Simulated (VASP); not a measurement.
# In2GeS2 (P-6m2) in VASP: relaxation of cell and atoms with PBE

Aim: the relaxation of cell and atoms of In2GeS2 with PBE.

Program: VASP 6.6.1. These are calculated values, not measurements. Logs are shortened: lines on timing, memory, paths and dates and some standing lists are left out, and cuts for length are marked.

## Step 1: The cell of the first run

Symmetry: P-6m2, No. 187, hexagonal system. Conventional cell: a = 4.447 Å, b = 4.447 Å, c = 6.742 Å, α = 90.00°, β = 90.00°, γ = 120.00°. In (site symmetry 3m) has 3 Ge at 3.02 Å and 6 S at 3.13 Å and 2 In at 3.18 to 3.56 Å within 4.0 Å. Ge (site symmetry -6m2) has 6 In at 3.02 Å and 2 S at 3.37 Å within 4.0 Å. S (site symmetry -6m2) has 3 S at 2.57 Å and 6 In at 3.13 Å within 3.4 Å. S (site symmetry -6m2) has 3 S at 2.57 Å and 6 In at 3.13 Å and 2 Ge at 3.37 Å within 3.4 Å.

The cell was generated, and may not be a known phase.

## Step 2: Relaxation of cell and atoms, PBE

File INCAR:

```
  PREC = Accurate
  ENCUT = 600
  EDIFF = 1E-6
  ISMEAR = 0
  SIGMA = 0.1
  LREAL = F
  LASPH = T
  NELM = 80
  ALGO = Normal
  ISIF = 3
  LWAVE = F
  LCHARG = F
  GGA = PE
  IBRION = 2
  NSW = 100
  EDIFFG = -0.01
```

File KPOINTS:

```
Automatic mesh
0
Gamma
  12 12 6
```

File POSCAR:

```
In2GeS2
1.0
    4.4466933844      0.0000000000      0.0000000000
   -2.2233466922      3.8509494337      0.0000000000
    0.0000000000      0.0000000000      6.7418991649
In Ge S
2 1 2
Direct
    0.3333333333      0.6666666667      0.2643287418
    0.3333333333      0.6666666667      0.7356712582
    0.0000000000      0.0000000000      0.5000000000
    0.6666666667      0.3333333333      0.0000000000
    0.0000000000      0.0000000000      0.0000000000
```

Potentials or basis: VASP PAW PBE potentials, release 64 (In_d, Ge_d, S).

Run with:

```console
$ cat potpaw_PBE.64/In_d/POTCAR potpaw_PBE.64/Ge_d/POTCAR potpaw_PBE.64/S/POTCAR > POTCAR
$ mpirun -np 1 vasp_std > vasp.out
```

OUTCAR:

```text
PREC = Accurate
   ENCUT = 600
   EDIFF = 1E-6
   ISMEAR = 0
   LREAL = F
   LASPH = T
   NELM = 80
   ISIF = 3
   GGA = PE
   IBRION = 2
   NSW = 100
   EDIFFG = -0.01

 ion  position               nearest neighbor table
   1  0.333  0.667  0.264-   3 3.02   3 3.02   3 3.02   4 3.13   5 3.13   4 3.13   5 3.13   5 3.13
                             4 3.13   2 3.18   2 3.56
   2  0.333  0.667  0.736-   3 3.02   3 3.02   3 3.02   4 3.13   5 3.13   4 3.13   5 3.13   5 3.13
                             4 3.13   1 3.18   1 3.56
   3  0.000  0.000  0.500-   1 3.02   2 3.02   1 3.02   2 3.02   1 3.02   2 3.02
   4  0.667  0.333  0.000-   5 2.57   5 2.57   5 2.57   2 3.13   1 3.13   2 3.13   1 3.13   1 3.13
                             2 3.13
   5  0.000  0.000  0.000-   4 2.57   4 2.57   4 2.57   1 3.13   2 3.13   1 3.13   2 3.13   1 3.13
                             2 3.13

  LATTYP: Found a hexagonal cell.
 ALAT       =     4.4466933844
 C/A-ratio  =     1.5161601177

  Lattice vectors:

 A1 = (   4.4466933844,   0.0000000000,   0.0000000000)
 A2 = (  -2.2233466922,   3.8509494337,   0.0000000000)
 A3 = (   0.0000000000,   0.0000000000,   6.7418991649)

Analysis of symmetry for initial positions (statically):
=====================================================================
 Subroutine PRICEL returns:
 Original cell was already a primitive cell.

 Routine SETGRP: Setting up the symmetry group for a
 hexagonal supercell.

 Subroutine GETGRP returns: Found 12 space group operations
 (whereof 12 operations were pure point group operations)
 out of a pool of 24 trial point group operations.

The static configuration has the point symmetry D_3h.

Analysis of symmetry for dynamics (positions and initial velocities):
=====================================================================
 Subroutine PRICEL returns:
 Original cell was already a primitive cell.

 Routine SETGRP: Setting up the symmetry group for a
 hexagonal supercell.

 Subroutine GETGRP returns: Found 12 space group operations
 (whereof 12 operations were pure point group operations)
 out of a pool of 24 trial point group operations.

The dynamic configuration has the point symmetry D_3h.

 Subroutine INISYM returns: Found 12 space group operations
 (whereof 12 operations are pure point group operations),
 and found     1 'primitive' translations

----------------------------------------------------------------------------------------

                                     Primitive cell

  volume of cell :     115.4482

  direct lattice vectors                    reciprocal lattice vectors
     4.446693384  0.000000000  0.000000000     0.224886205  0.129838111  0.000000000
    -2.223346692  3.850949434  0.000000000     0.000000000  0.259676222  0.000000000
     0.000000000  0.000000000  6.741899165     0.000000000  0.000000000  0.148326158

  length of vectors
     4.446693384  4.446693384  6.741899165     0.259676222  0.259676222  0.148326158

  position of ions in fractional coordinates (direct lattice)
     0.333333333  0.666666667  0.264328742
     0.333333333  0.666666667  0.735671258
     0.000000000  0.000000000  0.500000000
     0.666666667  0.333333333  0.000000000
     0.000000000  0.000000000  0.000000000

  ion indices of the primitive-cell ions
   primitive index   ion index
                 1           1
                 2           2
                 3           3
                 4           4
                 5           5

----------------------------------------------------------------------------------------

 KPOINTS: Automatic mesh

Automatic generation of k-mesh.
 Grid dimensions read from file:
 generate k-points for:   12   12    6

 Generating k-lattice:

  Cartesian coordinates                     Fractional coordinates (reciprocal lattice)
     0.018740517  0.010819843  0.000000000     0.083333333  0.000000000  0.000000000
     0.000000000  0.021639685  0.000000000     0.000000000  0.083333333  0.000000000
     0.000000000  0.000000000  0.024721026     0.000000000  0.000000000  0.166666667

  Length of vectors
     0.021639685  0.021639685  0.024721026

  Shift w.r.t. Gamma in fractional coordinates (k-lattice)
     0.000000000  0.000000000  0.000000000

 Subroutine IBZKPT returns following result:
 ===========================================

 Found     76 irreducible k-points:

 Following reciprocal coordinates:
            Coordinates               Weight
  0.000000  0.000000  0.000000      1.000000
  0.083333 -0.000000  0.000000      6.000000
  0.166667 -0.000000  0.000000      6.000000
  0.250000  0.000000  0.000000      6.000000
  0.333333 -0.000000  0.000000      6.000000
  0.416667 -0.000000  0.000000      6.000000
[... 16 lines left out ...]
  0.250000  0.000000  0.166667     12.000000
  0.333333 -0.000000  0.166667     12.000000
 [... further k-points ...]
   k-points           NKPTS =     76   k-points in BZ     NKDIM =     76   number of bands    NBANDS=     31
   number of dos      NEDOS =    301   number of ions     NIONS =      5
   total plane-waves  NPLWV =  69984
   dimension x,y,z NGX =    36 NGY =   36 NGZ =   54
   dimension x,y,z NGXF=    72 NGYF=   72 NGZF=  108
   ions per type =               2   1   2
   NGX,Y,Z   is equivalent  to a cutoff of  13.46, 13.46, 13.32 a.u.
   NGXF,Y,Z  is equivalent  to a cutoff of  26.92, 26.92, 26.63 a.u.
 SYSTEM =  unknown system
   PREC   = accura    normal or accurate (medium, high low for compatibility)
   ISTART =      0    job   : 0-new  1-cont  2-samecut
   ICHARG =      2    charge: 1-file 2-atom 10-const
   ISPIN  =      1    spin polarized calculation?
   LNONCOLLINEAR =      F non collinear calculations
   LSORBIT =      F    spin-orbit coupling
   LASPH  =      T    aspherical Exc in radial PAW
   ENCUT  =  600.0 eV  44.10 Ry    6.64 a.u.   8.88  8.88 13.47*2*pi/ulx,y,z
   NELM   =     80;   NELMIN=  2; NELMDL= -5     # of ELM steps
   EDIFF  = 0.1E-05   stopping-criterion for ELM
   LREAL  =      F    real-space projection
   EDIFFG = -.1E-01   stopping-criterion for IOM
   NSW    =    100    number of steps for IOM
   IBRION =      2    ionic relax: 0-MD 1-quasi-New 2-CG
   NFREE  =      1    steps in history (QN), initial steepest desc. (CG)
   ISIF   =      3    stress and relaxation
   ISYM   =      2    0-nonsym 1-usesym 2-fastsym
   POTIM  = 0.5000    time-step for ionic-motion
   TEBEG  =    0.0;   TEEND  =   0.0 temperature during run
   PSTRESS=    0.0 pullay stress
   NELECT =      52.0000    total number of electrons
   NUPDOWN=      -1.0000    fix difference up-down
   EMIN   =  10.00;   EMAX   =-10.00  energy-range for DOS
   EFERMI =   0.00;   METHOD = LEGACY
   ISMEAR =     0;   SIGMA  =   0.10  broadening in eV -4-tet -1-fermi 0-gaus
   EFERMI_NEDOS =   21; number of points for ismear=-14 and -15
   IALGO  =     38    algorithm
   IMIX   =      4    mixing-type and parameters
     AMIX     =   0.40;   BMIX     =  1.00
     AMIX_MAG =   1.60;   BMIX_MAG =  1.00
  volume/ion in A,a.u.               =      23.09       155.82
  Fermi-wavevector in a.u.,A,eV,Ry     =   1.254913  2.371441 21.426536  1.574806
  Thomas-Fermi vector in A             =   2.388695
   LORBIT       =      0    0 simple, 1 ext, 2 COOP (PROOUT), +10 PAW based schemes
   GGA     = PE    functional components
   LHFCALC =     F    Hartree Fock is set to
   AEXX    =    0.0000 exact exchange contribution
   IVDW    =     0    specifies the selected vdW correction
   LEPSILON=     F    determine dielectric tensor
   LRPA    =     F    only Hartree local field effects (RPA)
 conjugate gradient relaxation of ions
 non-spin polarized calculation
 Gauss-broadening in eV      SIGMA  =   0.10
  energy-cutoff  :      600.00
  volume of cell :      115.45
 maximum number of plane-waves:      3894
 NGX is ok and might be reduce to    36
   NGX = 17   NGY = 17   NGZ = 27

--------------------------------------- Ionic step        1  -------------------------------------------

 number of electron      51.9999999 magnetization

 Free energy of the ion-electron system (eV)
  ---------------------------------------------------
  ext. energy  EPLUGINS =         0.00000000
  ---------------------------------------------------
  free energy    TOTEN  =       -16.28279644 eV

  energy without entropy =      -16.27416329  energy(sigma->0) =      -16.27847986

------------------------ aborting loop because EDIFF is reached ----------------------------------------

  FORCE on cell =-STRESS in cart. coord.  units (eV):
  Direction    XX          YY          ZZ          XY          YZ          ZX
  --------------------------------------------------------------------------------------
  -------------------------------------------------------------------------------------
  Total       -0.0776681     -0.0776681      0.1808967      0.0000000      0.0000000      0.0000000
  in kB       -1.0778691     -1.0778691      2.5104639      0.0000000      0.0000000      0.0000000
  external PRESSURE =       0.1182419 kB  Pullay stress =       0.0000000 kB
[... 98 lines left out ...]
  FREE ENERGIE OF THE ION-ELECTRON SYSTEM (eV)
  ---------------------------------------------------
  free  energy   TOTEN  =       -16.2838799618 eV

  energy  without entropy=      -16.2752949826  energy(sigma->0) =      -16.27958747

[... ionic steps 4 to 7 ...]

--------------------------------------- Ionic step        8  -------------------------------------------

 number of electron      51.9999995 magnetization

------------------------ aborting loop because EDIFF is reached ----------------------------------------

  FORCE on cell =-STRESS in cart. coord.  units (eV):
  Direction    XX          YY          ZZ          XY          YZ          ZX
  --------------------------------------------------------------------------------------
  -------------------------------------------------------------------------------------
  Total        0.0245289      0.0245289      0.0663552     -0.0000000      0.0000000      0.0000000
  in kB        0.3409381      0.3409381      0.9222997     -0.0000000      0.0000000      0.0000000
  external PRESSURE =       0.5347253 kB  Pullay stress =       0.0000000 kB
[... 63 lines left out ...]
  energy  without entropy=      -16.2755248079  energy(sigma->0) =      -16.27977046

--------------------------------------- Ionic step       10  -------------------------------------------

 number of electron      51.9999993 magnetization

 Free energy of the ion-electron system (eV)
  ---------------------------------------------------
  ext. energy  EPLUGINS =         0.00000000
  ---------------------------------------------------
  free energy    TOTEN  =       -16.28410104 eV

  energy without entropy =      -16.27573671  energy(sigma->0) =      -16.27991887

 E-fermi :   5.8679     XC(G=0): -10.0373

 val. band max:        5.8345283186   @ k =   0.3333   0.3333   0.3333
 cond. band min:       5.8944165154   @ k =   0.2500   0.0000   0.5000
 fundamental gap:      0.0598881968
 Fermi energy:         5.8679219766

 k-point     1 :       0.0000    0.0000    0.0000
  band No.  band energies     occupation
      1     -18.5717      2.00000
      2     -18.5658      2.00000
      3     -18.5658      2.00000
      4     -18.5270      2.00000
      5     -18.5270      2.00000
      6      -9.0584      2.00000
[... 805 lines left out ...]
     30       8.9192      0.00000
     31       9.0286      0.00000

 [... further k-points ...]

------------------------ aborting loop because EDIFF is reached ----------------------------------------

  FORCE on cell =-STRESS in cart. coord.  units (eV):
  Direction    XX          YY          ZZ          XY          YZ          ZX
  --------------------------------------------------------------------------------------
  -------------------------------------------------------------------------------------
  Total        0.0251588      0.0251588      0.0414487     -0.0000000      0.0000000      0.0000000
  in kB        0.3498436      0.3498436      0.5763611     -0.0000000      0.0000000      0.0000000
  external PRESSURE =       0.4253495 kB  Pullay stress =       0.0000000 kB
[... 20 lines left out ...]
  FREE ENERGIE OF THE ION-ELECTRON SYSTEM (eV)
  ---------------------------------------------------
  free  energy   TOTEN  =       -16.2841010411 eV

  energy  without entropy=      -16.2757367054  energy(sigma->0) =      -16.27991887

 reached required accuracy - stopping structural energy minimisation
```

Run time: 15 min. Hardware: 1 thread of AMD EPYC 9R45 (Zen 5), shared host; peak memory 0.46 GiB.

What came out:

```
Free energy                           : -16.2841 eV
Relaxed volume                        : 23.04 Å³/atom
Relaxed cell                          : a = 4.425 Å, b = 4.425 Å, c = 6.796 Å, α = 90.00°, β = 90.00°, γ = 120.00°
Space group after relaxing (to 0.1 Å) : P-6m2 (No. 187)
Energy gained by relaxing             : 0.3 meV/atom
Ionic steps                           : 10
Pressure after relaxing               : 0.0 GPa
Largest force after relaxing          : 0.008 eV/Å
Band gap on the k mesh                : zero (bands 26 and 27 overlap by 0.98 eV)
```

Forces on the atoms (eV/Å):
```
In   0.000  0.000  0.008
In   0.000  0.000 -0.008
Ge   0.000  0.000  0.000
S    0.000  0.000  0.000
S    0.000  0.000  0.000
```

The path:
| step | energy change (eV) | largest force (eV/Å) | pressure (GPa) | volume (Å³) |
| --- | --- | --- | --- | --- |
| 1 | 0.0000 | 0.0507 | 0.01 | 115.45 |
| 2 | -0.0006 | 0.0296 | 0.01 | 115.48 |
| 3 | -0.0011 | 0.0227 | -0.03 | 115.55 |
| 4 | -0.0011 | 0.0163 | -0.04 | 115.54 |
| 5 | -0.0011 | 0.0140 | -0.05 | 115.54 |
| 6 | -0.0012 | 0.0155 | 0.00 | 115.37 |
| 7 | -0.0012 | 0.0161 | 0.06 | 115.22 |
| 8 | -0.0012 | 0.0162 | 0.05 | 115.27 |
| 9 | -0.0012 | 0.0138 | 0.06 | 115.26 |
| 10 | -0.0013 | 0.0080 | 0.04 | 115.22 |

Final structure:
```yaml
crystal:
  lattice:
    - [4.42451, 0.00000, 0.00000]
    - [-2.21225, 3.83174, 0.00000]
    - [0.00000, 0.00000, 6.79620]
  atoms:
    - { symbol: In, position: [0.33333, 0.66667, 0.26382] }
    - { symbol: In, position: [0.33333, 0.66667, 0.73618] }
    - { symbol: Ge, position: [0.00000, 0.00000, 0.50000] }
    - { symbol: S, position: [0.66667, 0.33333, 0.00000] }
    - { symbol: S, position: [0.00000, 0.00000, 0.00000] }
```

Caveat: spin-orbit coupling is left out, which moves the levels of the heavy elements.

The gap in the log of VASP goes by the Fermi energy; the results here count the filled bands.